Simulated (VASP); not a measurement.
# CuSi16 (a cell with a defect) in VASP: single point with PBE

Aim: the single point of CuSi16 (a cell with a defect) with PBE.

Program: VASP 6.6.1. These are calculated values, not measurements. Logs are shortened: lines on timing, memory, paths and dates and some standing lists are left out, and cuts for length are marked.

### Step 1. The cell of the first run

The cell holds a defect, 17 atoms: a = 7.679 Å, b = 7.679 Å, c = 7.679 Å, α = 60.00°, β = 60.00°, γ = 60.00°.

### Step 2. Single point, PBE, collinear spin, zero start

Contents of INCAR:

```
ALGO     = Normal         # electronic algorithm
EDIFF    = 1E-6           # SCF threshold, eV
ENCUT    = 520            # plane-wave cutoff, eV
GGA      = PE             # functional
ISIF     = 2              # what is computed and relaxed
ISMEAR   = -1             # smearing method
ISPIN    = 2              # spin polarisation
LASPH    = T              # aspherical terms in the spheres
LCHARG   = F              # write CHGCAR
LMAXMIX  = 4              # l up to which the mixer works
LORBIT   = 11             # projections on sites
LREAL    = Auto         
LWAVE    = F              # write WAVECAR
MAGMOM   = 0 0 0 0 0 0 0 0 0 0 0 0 0 0 0 0 0 # initial moments
NBANDS   = 56             # bands
NELM     = 150            # most SCF steps
PREC     = Accurate       # precision mode
SIGMA    = 0.02           # smearing width, eV
```

Contents of KPOINTS:

```
k-points
0
Gamma
  2 2 2
```

Contents of POSCAR:

```
CuSi16
1.0
    0.0000000000      5.4300000000      5.4300000000
    5.4300000000      0.0000000000      5.4300000000
    5.4300000000      5.4300000000      0.0000000000
Si Cu
16 1
Direct
   -0.0026567219     -0.0023567219      0.0005902394
    0.1224196133      0.1228221915      0.1272151934
   -0.0029190608     -0.0026161142      0.5040542357
    0.1185234807      0.1185116943      0.6310010129
   -0.0029961326      0.4971911602      0.0029064457
    0.1229760589      0.6198955801      0.1286134438
   -0.0008105893      0.4878813076      0.5064632597
    0.1228941989      0.6198087477      0.6285450276
    0.4967997238     -0.0025181400      0.0028621547
    0.6196351750      0.1233432781      0.1285508287
    0.4878678637     -0.0005929098      0.5063569982
    0.6195425414      0.1232631676      0.6285001842
    0.4973103131      0.4976646409      0.0036046041
    0.6224483425      0.6229212707      0.1275269797
    0.4971802026      0.4975350829      0.5018476059
    0.6206544199      0.6208673112      0.6293094843
    0.8672605893      0.8672427256      0.3822174954
```

Potentials or basis: VASP PAW PBE potentials, release 64 (Si, Cu).

Launch:

```bash
$ cat potpaw_PBE.64/Si/POTCAR potpaw_PBE.64/Cu/POTCAR > POTCAR
$ mpirun -np 1 vasp_std > vasp.out
```

OUTCAR:

```text
EDIFF = 1E-6
   ENCUT = 520
   GGA = PE
   ISIF = 2
   ISMEAR = -1
   ISPIN = 2
   LASPH = T
   LORBIT = 11
   LREAL = Auto
   NELM = 150
   PREC = Accurate

 ion  position               nearest neighbor table
   1  0.997  0.998  0.001-   4 2.32   2 2.36  10 2.37   6 2.37  17 2.39
   2  0.122  0.123  0.127-   5 2.35   9 2.35   3 2.36   1 2.36  17 2.77
   3  0.997  0.997  0.504-   4 2.32   2 2.36  12 2.37   8 2.37  17 2.39
   4  0.119  0.119  0.631-  11 2.32   7 2.32   3 2.32   1 2.32
   5  0.997  0.497  0.003-   8 2.35   2 2.35   6 2.35  14 2.35
   6  0.123  0.620  0.129-  13 2.35   5 2.35   1 2.37   7 2.37  17 2.72
   7  0.999  0.488  0.506-   4 2.32   8 2.37   6 2.37  16 2.37  17 2.38
   8  0.123  0.620  0.629-  15 2.35   5 2.35   3 2.37   7 2.37  17 2.73
   9  0.497  0.997  0.003-  12 2.35   2 2.35  10 2.35  14 2.35
  10  0.620  0.123  0.129-  13 2.35   9 2.35   1 2.37  11 2.37  17 2.72
  11  0.488  0.999  0.506-   4 2.32  12 2.37  10 2.37  16 2.37  17 2.38
  12  0.620  0.123  0.629-  15 2.35   9 2.35   3 2.37  11 2.37  17 2.73
  13  0.497  0.498  0.004-  16 2.35  14 2.35  10 2.35   6 2.35
  14  0.622  0.623  0.128-  13 2.35  15 2.35   5 2.35   9 2.35
  15  0.497  0.498  0.502-  16 2.35  12 2.35   8 2.35  14 2.35
  16  0.621  0.621  0.629-  15 2.35  13 2.35   7 2.37  11 2.37  17 2.68
  17  0.867  0.867  0.382-   7 2.38  11 2.38   1 2.39   3 2.39  16 2.68   6 2.72  10 2.72   8 2.73
                            12 2.73   2 2.77

  LATTYP: Found a face centered cubic cell.
 ALAT       =    10.8600000000

  Lattice vectors:

 A1 = (   0.0000000000,   5.4300000000,   5.4300000000)
 A2 = (   5.4300000000,   0.0000000000,   5.4300000000)
 A3 = (   5.4300000000,   5.4300000000,   0.0000000000)

Analysis of symmetry for initial positions (statically):
=====================================================================
 Subroutine PRICEL returns:
 Original cell was already a primitive cell.

 Routine SETGRP: Setting up the symmetry group for a
 face centered cubic supercell.

 Subroutine GETGRP returns: Found  1 space group operations
 (whereof  1 operations were pure point group operations)
 out of a pool of 48 trial point group operations.

The static configuration has the point symmetry C_1 .

Analysis of symmetry for dynamics (positions and initial velocities):
=====================================================================
 Subroutine PRICEL returns:
 Original cell was already a primitive cell.

 Routine SETGRP: Setting up the symmetry group for a
 face centered cubic supercell.

 Subroutine GETGRP returns: Found  1 space group operations
 (whereof  1 operations were pure point group operations)
 out of a pool of 48 trial point group operations.

The dynamic configuration has the point symmetry C_1 .

Analysis of structural, dynamic, and magnetic symmetry:
=====================================================================
 Subroutine PRICEL returns:
 Original cell was already a primitive cell.

 Routine SETGRP: Setting up the symmetry group for a
 face centered cubic supercell.

 Subroutine GETGRP returns: Found  1 space group operations
 (whereof  1 operations were pure point group operations)
 out of a pool of 48 trial point group operations.

The overall configuration has the point symmetry C_1 .

 Subroutine INISYM returns: Found  1 space group operations
 (whereof  1 operations are pure point group operations),
 and found     1 'primitive' translations

----------------------------------------------------------------------------------------

                                     Primitive cell

  volume of cell :     320.2060

  direct lattice vectors                    reciprocal lattice vectors
     0.000000000  5.430000000  5.430000000    -0.092081031  0.092081031  0.092081031
     5.430000000  0.000000000  5.430000000     0.092081031 -0.092081031  0.092081031
     5.430000000  5.430000000  0.000000000     0.092081031  0.092081031 -0.092081031

  length of vectors
     7.679179644  7.679179644  7.679179644     0.159489025  0.159489025  0.159489025
[... 77 lines left out ...]
   number of dos      NEDOS =    301   number of ions     NIONS =     17
   total plane-waves  NPLWV = 216000
   dimension x,y,z NGX =    60 NGY =   60 NGZ =   60
   dimension x,y,z NGXF=   120 NGYF=  120 NGZF=  120
   ions per type =              16   1
   NGX,Y,Z   is equivalent  to a cutoff of  12.99, 12.99, 12.99 a.u.
   NGXF,Y,Z  is equivalent  to a cutoff of  25.98, 25.98, 25.98 a.u.
 SYSTEM =  unknown system
   PREC   = accura    normal or accurate (medium, high low for compatibility)
   ISTART =      0    job   : 0-new  1-cont  2-samecut
   ICHARG =      2    charge: 1-file 2-atom 10-const
   ISPIN  =      2    spin polarized calculation?
   LNONCOLLINEAR =      F non collinear calculations
   LSORBIT =      F    spin-orbit coupling
   LASPH  =      T    aspherical Exc in radial PAW
   ENCUT  =  520.0 eV  38.22 Ry    6.18 a.u.  14.28 14.28 14.28*2*pi/ulx,y,z
   NELM   =    150;   NELMIN=  2; NELMDL= -5     # of ELM steps
   EDIFF  = 0.1E-05   stopping-criterion for ELM
   LREAL  =      T    real-space projection
   EDIFFG = 0.1E-04   stopping-criterion for IOM
   NSW    =      0    number of steps for IOM
   IBRION =     -1    ionic relax: 0-MD 1-quasi-New 2-CG
   NFREE  =      0    steps in history (QN), initial steepest desc. (CG)
   ISIF   =      2    stress and relaxation
   ISYM   =      2    0-nonsym 1-usesym 2-fastsym
   POTIM  = 0.5000    time-step for ionic-motion
   TEBEG  =    0.0;   TEEND  =   0.0 temperature during run
   PSTRESS=    0.0 pullay stress
   NELECT =      75.0000    total number of electrons
   NUPDOWN=      -1.0000    fix difference up-down
   EMIN   =  10.00;   EMAX   =-10.00  energy-range for DOS
   EFERMI =   0.00;   METHOD = LEGACY
   ISMEAR =    -1;   SIGMA  =   0.02  broadening in eV -4-tet -1-fermi 0-gaus
   EFERMI_NEDOS =   21; number of points for ismear=-14 and -15
   IALGO  =     38    algorithm
   IMIX   =      4    mixing-type and parameters
     AMIX     =   0.40;   BMIX     =  1.00
     AMIX_MAG =   1.60;   BMIX_MAG =  1.00
  volume/ion in A,a.u.               =      18.84       127.11
  Fermi-wavevector in a.u.,A,eV,Ry     =   1.009142  1.907001 13.855720  1.018367
  Thomas-Fermi vector in A             =   2.142052
   LORBIT       =     11    0 simple, 1 ext, 2 COOP (PROOUT), +10 PAW based schemes
   GGA     = PE    functional components
   LHFCALC =     F    Hartree Fock is set to
   AEXX    =    0.0000 exact exchange contribution
   IVDW    =     0    specifies the selected vdW correction
   LEPSILON=     F    determine dielectric tensor
   LRPA    =     F    only Hartree local field effects (RPA)
 spin polarized calculation
  energy-cutoff  :      520.00
  volume of cell :      320.21
 maximum number of plane-waves:      8646
 NGX is ok and might be reduce to    60
   NGX = 29   NGY = 29   NGZ = 29

 number of electron      74.9999999 magnetization       0.0000786

 number of electron      75.0000000 magnetization      -0.0018079

 Free energy of the ion-electron system (eV)
  ---------------------------------------------------
  ext. energy  EPLUGINS =         0.00000000
  ---------------------------------------------------
  free energy    TOTEN  =       -87.45551145 eV

  energy without entropy =      -87.43781011  energy(sigma->0) =      -87.44666078

 E-fermi :   6.9041     XC(G=0):  -9.6645

 val. band max:        6.8938239490   @ k =   0.5000   0.5000   0.5000
 cond. band min:       6.9459262162   @ k =   0.0000   0.0000   0.0000
 fundamental gap:      0.0521022672
 Fermi energy:         6.9040676157

 spin component 1

 k-point     1 :       0.0000    0.0000    0.0000
  band No.  band energies     occupation
      1      -5.9297      1.00000
      2      -3.5403      1.00000
      3      -3.5399      1.00000
      4      -3.5370      1.00000
      5      -3.5186      1.00000
      6      -2.0113      1.00000
[... 405 lines left out ...]
     48      10.4712      0.00000
     49      10.4838      0.00000
 Fermi energy:         6.9040676157

 spin component 2

 k-point     1 :       0.0000    0.0000    0.0000
  band No.  band energies     occupation
      1      -5.9298      1.00000
      2      -3.5404      1.00000
      3      -3.5400      1.00000
      4      -3.5371      1.00000
      5      -3.5188      1.00000
      6      -2.0115      1.00000
[... 405 lines left out ...]
     48      10.4710      0.00000
     49      10.4837      0.00000
 [bands above 49 left out]

------------------------ aborting loop because EDIFF is reached ----------------------------------------

  FORCE on cell =-STRESS in cart. coord.  units (eV):
  Direction    XX          YY          ZZ          XY          YZ          ZX
  --------------------------------------------------------------------------------------
  -------------------------------------------------------------------------------------
  Total        8.7276831      8.7278145      8.7439473     -0.1160119      0.0061574      0.0042808
  in kB       43.6696856     43.6703430     43.7510651     -0.5804751      0.0308091      0.0214194
  external PRESSURE =      43.6970313 kB  Pullay stress =       0.0000000 kB

 VOLUME and BASIS-vectors are now :
 -----------------------------------------------------------------------------
  energy-cutoff  :      520.00
  volume of cell :      320.21
      direct lattice vectors                 reciprocal lattice vectors
     0.000000000  5.430000000  5.430000000    -0.092081031  0.092081031  0.092081031
     5.430000000  0.000000000  5.430000000     0.092081031 -0.092081031  0.092081031
     5.430000000  5.430000000  0.000000000     0.092081031  0.092081031 -0.092081031

 POSITION                                       TOTAL-FORCE (eV/Angst)
 -----------------------------------------------------------------------------------
      5.42041      5.41878     10.83278        -0.010038     -0.009969      0.007171
      1.35770      1.35552      1.33166        -0.001816     -0.001212      0.007577
      8.15281      8.15116     10.82994         0.009044      0.009505      0.008677
      4.06985      4.06992      1.28710         0.003685      0.002442     -0.001365
      2.71553      5.42951      8.11348         0.005352     -0.002030     -0.007319
      4.06440      1.36613      4.03379        -0.005473     -0.003683     -0.001615
[... 9 lines left out ...]
      6.78846      6.78730      6.74146         0.002464      0.001356     -0.005299
      6.78457      6.78467      9.41835        -0.001881     -0.000928      0.006184
 -----------------------------------------------------------------------------------
    total drift:                                0.002380     -0.002349      0.002742

  FREE ENERGIE OF THE ION-ELECTRON SYSTEM (eV)
  ---------------------------------------------------
  free  energy   TOTEN  =       -87.4555114518 eV

  energy  without entropy=      -87.4378101066  energy(sigma->0) =      -87.44666078

 total charge

# of ion       s       p       d       tot
------------------------------------------
    1        0.732   0.969   0.000   1.701
    2        0.737   0.949   0.000   1.686
    3        0.732   0.969   0.000   1.701
    4        0.777   0.947   0.000   1.724
    5        0.741   0.955   0.000   1.696
    6        0.736   0.949   0.000   1.685
[... 9 lines left out ...]
   16        0.735   0.949   0.000   1.684
   17        0.485   0.400   9.220  10.105
--------------------------------------------------
tot         12.312  15.695   9.220  37.228

 magnetization (x)

# of ion       s       p       d       tot
------------------------------------------
    1       -0.000  -0.000   0.000  -0.000
    2       -0.000  -0.000   0.000  -0.000
    3       -0.000  -0.000   0.000  -0.000
    4       -0.000  -0.000   0.000  -0.000
    5       -0.000  -0.000   0.000  -0.000
    6       -0.000  -0.000   0.000  -0.000
[... 9 lines left out ...]
   16       -0.000  -0.000   0.000  -0.000
   17       -0.000  -0.000   0.000  -0.000
--------------------------------------------------
tot         -0.000  -0.000   0.000  -0.001
```

It took 9.4 min on 1 thread of Intel Xeon 6975P-C (Granite Rapids), shared host; peak memory 0.72 GiB.

Results:

| Property | Result |
| --- | --- |
| Free energy | -87.4555 eV |
| Pressure | 4.4 GPa |
| Largest force | 0.016 eV/Å |
| Net moment | 0.00 μB per cell |
| Valence electrons inside the program's atomic spheres | Si 1.70, 1.69, 1.72, 1.68 (each value once); Cu 10.11 |

Forces on the atoms (eV/Å):
```
Si  -0.010 -0.010  0.007
Si  -0.002 -0.001  0.008
Si   0.009  0.010  0.009
Si   0.004  0.002 -0.001
Si   0.005 -0.002 -0.007
Si  -0.005 -0.004 -0.002
Si  -0.010  0.007 -0.004
Si   0.004  0.005 -0.004
Si  -0.001  0.005 -0.007
Si  -0.005 -0.005 -0.002
Si   0.007 -0.010 -0.004
Si   0.004  0.005 -0.005
Si   0.007  0.006  0.000
Si  -0.002 -0.001  0.008
Si  -0.006 -0.007  0.004
Si   0.002  0.001 -0.005
Cu  -0.002 -0.001  0.006
```

Stress tensor (GPa, compression positive):
```
 4.37 -0.06  0.00
-0.06  4.37  0.00
 0.00  0.00  4.38
```

Caveat: the k points lie up to 0.50 Å⁻¹ apart.
